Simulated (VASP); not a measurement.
Wanted: the native input for a VASP 6.6.1 run.

* Task: single point
* Functional: PBEsol
* Potentials or basis: VASP PAW PBE potentials, release 64 (Pt)
* Cutoff: 520 eV
* k mesh: 18 × 18 × 10
* Occupations: gaussian, width 0.15 eV
* Spin: no spin polarisation
* Dipole correction: no
* Further INCAR settings: ALGO = Normal; EDIFF = 1e-06; NBANDS = 17

The structure of Pt lies in POSCAR:

```
Pt
1.0
    2.7888000000      0.0000000000      0.0000000000
   -1.3944000000      2.4151716461      0.0000000000
    0.0000000000      0.0000000000      4.8638000000
Pt
2
Direct
    0.6666666667      0.3333333333      0.7500000000
    0.3333333333      0.6666666667      0.2500000000
```

This isn't the form of Pt at room conditions, which is fcc.

The input as run:

INCAR

```
PREC = Accurate
ENCUT = 520
EDIFF = 1E-6
ISMEAR = 0
SIGMA = 0.15
LREAL = F
LASPH = T
NELM = 60
ALGO = Normal
ISIF = 2
LWAVE = F
LCHARG = F
GGA = PS
NBANDS = 17
```

KPOINTS

```
regular mesh
0
Gamma
  18 18 10
```

Potentials or basis: VASP PAW PBE potentials, release 64 (Pt).

Run with:

```sh
$ cat potpaw_PBE.64/Pt/POTCAR > POTCAR
$ mpirun -np 1 vasp_std > vasp.out
```

It gave:

| Quantity | Value |
| --- | --- |
| Pressure | -18.1 GPa |
| Band gap on the k mesh | zero (bands 10 and 11 overlap by 1.20 eV) |

Caveat: the cell stands under tension; the PAW data sets were made with another functional, which shifts forces and pressure a little; spin-orbit coupling is left out, which moves the levels of the heavy elements.

Wall time 33 s on 1 thread of Intel(R) Xeon(R) 6975P-C (Granite Rapids) (shared host), peak memory 0.24 GiB.
